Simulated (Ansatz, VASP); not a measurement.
**Two plane-wave programs on Mn**

```
Mn
1.0
     2.55179    0.00000    0.00000
     0.00000    2.55179    0.00000
     0.00000    0.00000    3.60878
Mn
2
Cartesian
  0.0000 0.0000 0.0000
  1.2759 1.2759 1.8044
```

Alike in both runs: task relaxation of cell and atoms; functional PBE; k mesh 12 × 12 × 9; occupations fermi-dirac, width 0.05 eV; collinear spin.

|  | VASP | Ansatz |
| --- | --- | --- |
| version | VASP 6.6.1 | Ansatz 0.2.0 |
| potentials or method | VASP PAW PBE potentials, release 64 (Mn_pv), cutoff 500 eV | plane waves (420 eV) with PAW, scalar-relativistic |
| valence electrons in the cell | 26 | 30 |

Ansatz gave:

- net moment per atom (μB): 0.00
- size of the moment on the site where the two differ most (μB): 1.80
- relaxed volume (Å³/atom): 11.44
- relaxed cell length with the largest relative difference (Å): 3.458

Estimate VASP's values.

net moment per atom (μB): 0.00; size of the moment on the site where the two differ most (μB): 1.88; relaxed volume (Å³/atom): 11.45; relaxed cell length with the largest relative difference (Å): 3.463.

Site moments also hang on the region over which each program counts them. VASP's potentials hold 26 valence electrons a cell and Ansatz's 30, so a difference there can come from the potentials and not from the codes.
